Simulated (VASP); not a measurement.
Input of a VASP 6.6.1 run:

INCAR

```
PREC = Accurate
ENCUT = 520
EDIFF = 1E-6
ISMEAR = 0
SIGMA = 0.027000000000000003
LREAL = False
LASPH = True
NELM = 150
ALGO = Normal
ISIF = 2
LWAVE = False
LCHARG = False
ISPIN = 2
MAGMOM = 1 1 1 0
LORBIT = 11
LMAXMIX = 4
GGA = PE
NBANDS = 29
```

File KPOINTS:

```
Automatic mesh
0
Gamma
  8 8 8
```

File POSCAR:

```
SiNi3
1.0
    3.5420000000      0.0000000000      0.0000000000
    0.0000000000      3.5420000000      0.0000000000
    0.0000000000      0.0000000000      3.5420000000
Ni Si
3 1
Direct
    0.5000000000      0.5000000000      0.0000000000
    0.5000000000      0.0000000000      0.5000000000
    0.0000000000      0.5000000000      0.5000000000
    0.0000000000      0.0000000000      0.0000000000
```

Potentials or basis: VASP PAW PBE potentials, release 64 (Ni, Si).

The run is started by

```bash
$ cat potpaw_PBE.64/Ni/POTCAR potpaw_PBE.64/Si/POTCAR > POTCAR
$ mpirun -np 1 vasp_std > vasp.out
```

Estimate the pressure.

-6.0 GPa.

Predict the net moment.

0.00 μB per cell.
